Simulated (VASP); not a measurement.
# Nb (P6/mmm) in VASP: further runs

Nb is run at these levels: PBEsol; tasks: single point, relaxation of cell and atoms.

All numbers are computed with VASP 6.6.1; they aren't measurements. Logs are shortened: lines on timing, memory, paths and dates and some standing lists are left out, and cuts for length are marked.

## 1. The cell of the first run

Symmetry: P6/mmm, No. 191, hexagonal system. The conventional cell has a = 2.828 Å, b = 2.828 Å, c = 2.694 Å, α = 90.00°, β = 90.00°, γ = 120.00°. Within 3.6 Å of Nb (site symmetry 6/mmm) lie 8 Nb at 2.69 to 2.83 Å.

This isn't the form of Nb at room conditions, which is bcc.

## 2. Single point, PBEsol

The input, INCAR:

```
PREC     = Accurate       # precision mode
ENCUT    = 520            # plane-wave cutoff, eV
EDIFF    = 1E-6           # SCF threshold, eV
ISMEAR   = 0              # smearing method
SIGMA    = 0.1            # smearing width, eV
LREAL    = F              # projectors in reciprocal space
LASPH    = T              # aspherical terms in the spheres
NELM     = 100            # most SCF steps
ALGO     = Fast           # electronic algorithm
ISIF     = 2              # what is computed and relaxed
LWAVE    = F              # write WAVECAR
LCHARG   = F              # write CHGCAR
GGA      = PS             # functional
NBANDS   = 12             # bands
```

The input, KPOINTS:

```
Automatic mesh
0
Gamma
  24 24 20
```

The input, POSCAR:

```
Nb
1.0
    2.8284672721      0.0000000000      0.0000000000
   -1.4142336361      2.4495245114      0.0000000000
    0.0000000000      0.0000000000      2.6939326976
Nb
1
Direct
    0.0000000000      0.0000000000      0.0000000000
```

Potentials or basis: VASP PAW PBE potentials, release 64 (Nb_sv).

Run with:

```
> cat potpaw_PBE.64/Nb_sv/POTCAR > POTCAR
> mpirun -np 1 vasp_std > vasp.out
```

OUTCAR:

```text
PREC = Accurate
   ENCUT = 520
   EDIFF = 1E-6
   ISMEAR = 0
   LREAL = F
   LASPH = T
   NELM = 100
   ISIF = 2
   GGA = PS

 ion  position               nearest neighbor table
   1  0.000  0.000  0.000-

  LATTYP: Found a hexagonal cell.
 ALAT       =     2.8284672721
 C/A-ratio  =     0.9524355202

  Lattice vectors:

 A1 = (   2.8284672721,   0.0000000000,   0.0000000000)
 A2 = (  -1.4142336361,   2.4495245114,   0.0000000000)
 A3 = (   0.0000000000,   0.0000000000,   2.6939326976)

Analysis of symmetry for initial positions (statically):
=====================================================================
 Subroutine PRICEL returns:
 Original cell was already a primitive cell.

 Routine SETGRP: Setting up the symmetry group for a
 hexagonal supercell.

 Subroutine GETGRP returns: Found 24 space group operations
 (whereof 24 operations were pure point group operations)
 out of a pool of 24 trial point group operations.

The static configuration has the point symmetry D_6h.

Analysis of symmetry for dynamics (positions and initial velocities):
=====================================================================
 Subroutine PRICEL returns:
 Original cell was already a primitive cell.

 Routine SETGRP: Setting up the symmetry group for a
 hexagonal supercell.

 Subroutine GETGRP returns: Found 24 space group operations
 (whereof 24 operations were pure point group operations)
 out of a pool of 24 trial point group operations.

The dynamic configuration has the point symmetry D_6h.

 Subroutine INISYM returns: Found 24 space group operations
 (whereof 24 operations are pure point group operations),
 and found     1 'primitive' translations

----------------------------------------------------------------------------------------

                                     Primitive cell

  volume of cell :      18.6646

  direct lattice vectors                    reciprocal lattice vectors
     2.828467272  0.000000000  0.000000000     0.353548372  0.204121248  0.000000000
    -1.414233636  2.449524511  0.000000000     0.000000000  0.408242496  0.000000000
     0.000000000  0.000000000  2.693932698     0.000000000  0.000000000  0.371204522

  length of vectors
     2.828467272  2.828467272  2.693932698     0.408242496  0.408242496  0.371204522

  position of ions in fractional coordinates (direct lattice)
     0.000000000  0.000000000  0.000000000

  ion indices of the primitive-cell ions
   primitive index   ion index
                 1           1

----------------------------------------------------------------------------------------

 KPOINTS: Automatic mesh

Automatic generation of k-mesh.
 Grid dimensions read from file:
 generate k-points for:   24   24   20

 Generating k-lattice:

  Cartesian coordinates                     Fractional coordinates (reciprocal lattice)
     0.014731182  0.008505052  0.000000000     0.041666667  0.000000000  0.000000000
     0.000000000  0.017010104  0.000000000     0.000000000  0.041666667  0.000000000
     0.000000000  0.000000000  0.018560226     0.000000000  0.000000000  0.050000000

  Length of vectors
     0.017010104  0.017010104  0.018560226

  Shift w.r.t. Gamma in fractional coordinates (k-lattice)
     0.000000000  0.000000000  0.000000000

 Subroutine IBZKPT returns following result:
 ===========================================

 Found    671 irreducible k-points:

 Following reciprocal coordinates:
            Coordinates               Weight
  0.000000  0.000000  0.000000      1.000000
  0.041667 -0.000000  0.000000      6.000000
  0.083333 -0.000000  0.000000      6.000000
  0.125000 -0.000000  0.000000      6.000000
  0.166667 -0.000000  0.000000      6.000000
  0.208333 -0.000000  0.000000      6.000000
[... 16 lines left out ...]
  0.416667  0.041667  0.000000     12.000000
  0.458333  0.041667  0.000000     12.000000
 [... further k-points ...]
   k-points           NKPTS =    671   k-points in BZ     NKDIM =    671   number of bands    NBANDS=     12
   number of dos      NEDOS =    301   number of ions     NIONS =      1
   total plane-waves  NPLWV =  11520
   dimension x,y,z NGX =    24 NGY =   24 NGZ =   20
   dimension x,y,z NGXF=    48 NGYF=   48 NGZF=   40
   ions per type =               1
   NGX,Y,Z   is equivalent  to a cutoff of  14.11, 14.11, 12.34 a.u.
   NGXF,Y,Z  is equivalent  to a cutoff of  28.21, 28.21, 24.68 a.u.
 SYSTEM =  unknown system
   PREC   = accura    normal or accurate (medium, high low for compatibility)
   ISTART =      0    job   : 0-new  1-cont  2-samecut
   ICHARG =      2    charge: 1-file 2-atom 10-const
   ISPIN  =      1    spin polarized calculation?
   LNONCOLLINEAR =      F non collinear calculations
   LSORBIT =      F    spin-orbit coupling
   LASPH  =      T    aspherical Exc in radial PAW
   ENCUT  =  520.0 eV  38.22 Ry    6.18 a.u.   5.26  5.26  5.01*2*pi/ulx,y,z
   NELM   =    100;   NELMIN=  2; NELMDL= -5     # of ELM steps
   EDIFF  = 0.1E-05   stopping-criterion for ELM
   LREAL  =      F    real-space projection
   EDIFFG = 0.1E-04   stopping-criterion for IOM
   NSW    =      0    number of steps for IOM
   IBRION =     -1    ionic relax: 0-MD 1-quasi-New 2-CG
   NFREE  =      0    steps in history (QN), initial steepest desc. (CG)
   ISIF   =      2    stress and relaxation
   ISYM   =      2    0-nonsym 1-usesym 2-fastsym
   POTIM  = 0.5000    time-step for ionic-motion
   TEBEG  =    0.0;   TEEND  =   0.0 temperature during run
   PSTRESS=    0.0 pullay stress
   NELECT =      13.0000    total number of electrons
   NUPDOWN=      -1.0000    fix difference up-down
   EMIN   =  10.00;   EMAX   =-10.00  energy-range for DOS
   EFERMI =   0.00;   METHOD = LEGACY
   ISMEAR =     0;   SIGMA  =   0.10  broadening in eV -4-tet -1-fermi 0-gaus
   EFERMI_NEDOS =   21; number of points for ismear=-14 and -15
   IALGO  =     68    algorithm
   IMIX   =      4    mixing-type and parameters
     AMIX     =   0.40;   BMIX     =  1.00
     AMIX_MAG =   1.60;   BMIX_MAG =  1.00
  volume/ion in A,a.u.               =      18.66       125.96
  Fermi-wavevector in a.u.,A,eV,Ry     =   1.451163  2.742300 28.652137  2.105873
  Thomas-Fermi vector in A             =   2.568691
   LORBIT       =      0    0 simple, 1 ext, 2 COOP (PROOUT), +10 PAW based schemes
   GGA     = PS    functional components
   LHFCALC =     F    Hartree Fock is set to
   AEXX    =    0.0000 exact exchange contribution
   IVDW    =     0    specifies the selected vdW correction
   LEPSILON=     F    determine dielectric tensor
   LRPA    =     F    only Hartree local field effects (RPA)
 non-spin polarized calculation
 RMM-DIIS sequential band-by-band and
 Gauss-broadening in eV      SIGMA  =   0.10
  energy-cutoff  :      520.00
  volume of cell :       18.66
 maximum number of plane-waves:       517
 NGX is ok and might be reduce to    24
   NGX = 11   NGY = 11   NGZ = 11

 number of electron      13.0000000 magnetization

 Free energy of the ion-electron system (eV)
  ---------------------------------------------------
  ext. energy  EPLUGINS =         0.00000000
  ---------------------------------------------------
  free energy    TOTEN  =       -10.30313743 eV

  energy without entropy =      -10.29721748  energy(sigma->0) =      -10.30017745

 E-fermi :  10.9259     XC(G=0): -12.3852

 val. band max:       10.9228248270   @ k =   0.2917   0.0833   0.2000
 cond. band min:      10.9268014654   @ k =   0.2917   0.2500   0.3500
 fundamental gap:      0.0039766384
 Fermi energy:        10.9259487692

 k-point     1 :       0.0000    0.0000    0.0000
  band No.  band energies     occupation
      1     -43.8503      2.00000
      2     -19.1452      2.00000
      3     -19.0879      2.00000
      4     -19.0879      2.00000
      5       4.7769      2.00000
      6       7.7337      2.00000
      7      11.0623      0.05375
      8      11.0623      0.05375
      9      16.1020      0.00000
     10      16.1020      0.00000
     11      23.0883      0.00000
     12      25.2294      0.00000

 k-point     2 :       0.0417   -0.0000    0.0000
  band No.  band energies     occupation
      1     -43.8463      2.00000
      2     -19.1423      2.00000
      3     -19.1155      2.00000
      4     -19.0940      2.00000
      5       4.8433      2.00000
      6       7.7652      2.00000
      7      10.9853      0.40138
      8      11.1252      0.00484
      9      16.0098      0.00000
     10      16.0883      0.00000
     11      23.2556      0.00000
     12      25.3787      0.00000

 k-point     3 :       0.0833   -0.0000    0.0000
  band No.  band energies     occupation
      1     -43.8344      2.00000
      2     -19.1960      2.00000
      3     -19.1336      2.00000
      4     -19.1117      2.00000
      5       5.0368      2.00000
      6       7.8579      2.00000
      7      10.7746      1.96764
      8      11.3123      0.00000
      9      15.7533      0.00000
     10      16.0485      0.00000
     11      23.7318      0.00000
     12      25.8035      0.00000

 k-point     4 :       0.1250   -0.0000    0.0000
  band No.  band energies     occupation
      1     -43.8154      2.00000
      2     -19.3225      2.00000
      3     -19.1397      2.00000
      4     -19.1198      2.00000
      5       5.3404      2.00000
      6       8.0042      2.00000
      7      10.4846      2.00000
      8      11.6200      0.00000
      9      15.3805      0.00000
     10      15.9858      0.00000
     11      24.4389      0.00000
     12      26.4464      0.00000

 k-point     5 :       0.1667   -0.0000    0.0000
  band No.  band energies     occupation
      1     -43.7905      2.00000
      2     -19.4846      2.00000
      3     -19.1760      2.00000
      4     -19.1018      2.00000
      5       5.7250      2.00000
      6       8.1822      2.00000
      7      10.1953      2.00000
      8      12.0412      0.00000
      9      14.9445      0.00000
     10      15.9055      0.00000
     11      25.1690      0.00000
     12      27.0458      0.00000
[... 228 lines left out ...]
      1     -43.6538      2.00000
      2     -20.3049      2.00000
      3     -19.3813      2.00000
      4     -19.0032      2.00000
      5       7.1055      2.00000
      6       8.4988      2.00000
      7      11.0476      0.08535
      8      13.1610      0.00000
      9      15.0398      0.00000
     10      15.4564      0.00000
     11      22.4067      0.00000
     12      25.2267      0.00000

 k-point    22 :       0.3750    0.0417    0.0000
  band No.  band energies     occupation
      1     -43.6310      2.00000
      2     -20.4332      2.00000
      3     -19.4135      2.00000
      4     -18.9870      2.00000
      5       7.0634      2.00000
      6       8.6647      2.00000
      7      11.5475      0.00000
      8      12.9222      0.00000
      9      15.3887      0.00000
     10      15.7255      0.00000
     11      21.9093      0.00000
     12      24.5538      0.00000

 k-point    23 :       0.4167    0.0417    0.0000
  band No.  band energies     occupation
      1     -43.6149      2.00000
      2     -20.5230      2.00000
      3     -19.4362      2.00000
      4     -18.9754      2.00000
      5       6.9952      2.00000
      6       8.8209      2.00000
      7      11.9453      0.00000
      8      12.7595      0.00000
      9      15.3413      0.00000
     10      16.2862      0.00000
     11      21.5921      0.00000
     12      23.9936      0.00000

 k-point    24 :       0.4583    0.0417    0.0000
  band No.  band energies     occupation
      1     -43.6065      2.00000
      2     -20.5691      2.00000
      3     -19.4478      2.00000
      4     -18.9694      2.00000
      5       6.9516      2.00000
      6       8.9115      2.00000
      7      12.1659      0.00000
      8      12.6772      0.00000
      9      15.3171      0.00000
     10      16.6127      0.00000
     11      21.4423      0.00000
     12      23.6657      0.00000

 [... further k-points ...]

------------------------ aborting loop because EDIFF is reached ----------------------------------------

  FORCE on cell =-STRESS in cart. coord.  units (eV):
  Direction    XX          YY          ZZ          XY          YZ          ZX
  --------------------------------------------------------------------------------------
  -------------------------------------------------------------------------------------
  Total       -0.0228171     -0.0228171     -0.0248741      0.0000000      0.0000000      0.0000000
  in kB       -1.9586276     -1.9586276     -2.1351955      0.0000000      0.0000000      0.0000000
  external PRESSURE =      -2.0174835 kB  Pullay stress =       0.0000000 kB

 VOLUME and BASIS-vectors are now :
 -----------------------------------------------------------------------------
  energy-cutoff  :      520.00
  volume of cell :       18.66
      direct lattice vectors                 reciprocal lattice vectors
     2.828467272  0.000000000  0.000000000     0.353548372  0.204121248  0.000000000
    -1.414233636  2.449524511  0.000000000     0.000000000  0.408242496  0.000000000
     0.000000000  0.000000000  2.693932698     0.000000000  0.000000000  0.371204522

 POSITION                                       TOTAL-FORCE (eV/Angst)
 -----------------------------------------------------------------------------------
      0.00000      0.00000      0.00000         0.000000      0.000000      0.000000
 -----------------------------------------------------------------------------------
    total drift:                               -0.000000      0.000000     -0.000000

  FREE ENERGIE OF THE ION-ELECTRON SYSTEM (eV)
  ---------------------------------------------------
  free  energy   TOTEN  =       -10.3031374307 eV

  energy  without entropy=      -10.2972174791  energy(sigma->0) =      -10.30017745
```

Wall time 2.1 min (1 thread of AMD EPYC 9R45 (Zen 5), shared host); peak memory 0.22 GiB.

Results:

- Free energy: -10.3031 eV
- Pressure: -0.2 GPa
- Band gap on the k mesh: zero (an odd number of electrons rules out a gap without spin polarisation)

Levels at points of the mesh, in eV from the Fermi level:
```tsv
k point	band 2	band 3	band 4	band 5	band 6	band 7	band 8	band 9	band 10	band 11
(0.00, 0.00, 0.00)	-30.07	-30.01	-30.01	-6.15	-3.19	0.14	0.14	5.18	5.18	12.16
(0.50, 0.00, 0.00)	-31.51	-30.36	-29.90	-4.05	-2.01	1.35	1.72	4.44	5.65	10.56
(0.00, 0.00, 0.50)	-31.64	-29.87	-29.87	-3.13	0.16	0.91	0.91	2.06	2.06	10.06
(0.50, 0.00, 0.50)	-31.35	-31.27	-30.20	-4.36	-2.58	0.71	5.97	6.06	7.01	7.05
```

Caveat: the PAW data sets were made with another functional, which shifts forces and pressure a little.

## 3. Relaxation of cell and atoms, PBEsol

This run uses another cell than the first one, of 18.56 Å³/atom.

The input, INCAR:

```
SYSTEM = Nb
ALGO = Fast
EDIFF = 1E-7
EDIFFG = -0.01
ENCUT = 600
GGA = PS
IBRION = 2
ISIF = 3
ISMEAR = 0
LASPH = .TRUE.
LCHARG = .FALSE.
LREAL = .FALSE.
LWAVE = .FALSE.
NELM = 80
NSW = 100
PREC = Accurate
SIGMA = 0.1
```

The input, KPOINTS:

```
k-points
0
G
  24 24 20
  0 0 0
```

The input, POSCAR:

```
Nb
1.0
    2.8410979304      0.0000000000      0.0000000000
   -1.4205489652      2.4604629824      0.0000000000
    0.0000000000      0.0000000000      2.6546508788
Nb
1
Direct
    0.0000000000      0.0000000000      0.0000000000
```

Potentials or basis: VASP PAW PBE potentials, release 64 (Nb_sv).

Run with:

```
> cat potpaw_PBE.64/Nb_sv/POTCAR > POTCAR
> mpirun -np 1 vasp_std > vasp.out
```

Run time: 12 min. Hardware: 1 thread of AMD EPYC 9R45 (Zen 5), shared host; peak memory 0.27 GiB.

Results (log left out):

| Quantity | Value |
| --- | --- |
| Free energy | -10.3033 eV |
| Relaxed volume | 18.64 Å³/atom |
| Relaxed cell | a = 2.828 Å, b = 2.828 Å, c = 2.692 Å, α = 90.00°, β = 90.00°, γ = 120.00° |
| Space group after relaxing (to 0.1 Å) | P6/mmm (No. 191) |
| Energy gained by relaxing | 4.8 meV/atom |
| Ionic steps | 6 |
| Pressure after relaxing | 0.0 GPa |
| Band gap on the k mesh | zero (an odd number of electrons rules out a gap without spin polarisation) |

Stress tensor (GPa, compression positive):
```
-0.01  0.00  0.00
 0.00 -0.01  0.00
 0.00  0.00  0.08
```

The path:
| step | energy change (eV) | largest force (eV/Å) | pressure (GPa) | volume (Å³) |
| --- | --- | --- | --- | --- |
| 1 | 0.0000 | 0.0000 | 0.79 | 18.56 |
| 2 | -0.0013 | 0.0000 | -1.14 | 18.80 |
| 3 | -0.0047 | 0.0000 | -0.39 | 18.69 |
| 4 | -0.0047 | 0.0000 | -0.32 | 18.68 |
| 5 | -0.0047 | 0.0000 | 0.45 | 18.59 |
| 6 | -0.0048 | 0.0000 | 0.02 | 18.64 |

Final structure:
```
Nb
1.0
     2.82772    0.00000    0.00000
    -1.41386    2.44888    0.00000
     0.00000    0.00000    2.69236
Nb
1
Cartesian
  0.0000 0.0000 0.0000
```

Levels at points of the mesh, in eV from the Fermi level:
```tsv
k point	band 3	band 4	band 5	band 6	band 7	band 8	band 9	band 10
(0.00, 0.00, 0.00)	-30.01	-30.01	-6.15	-3.20	0.14	0.14	5.18	5.18
(0.50, 0.00, 0.00)	-30.36	-29.89	-4.05	-2.02	1.35	1.73	4.44	5.66
(0.00, 0.00, 0.50)	-29.87	-29.87	-3.13	0.16	0.91	0.91	2.06	2.06
(0.50, 0.00, 0.50)	-31.27	-30.20	-4.36	-2.58	0.71	5.98	6.07	7.06
```

Caveat: the PAW data sets were made with another functional, which shifts forces and pressure a little.
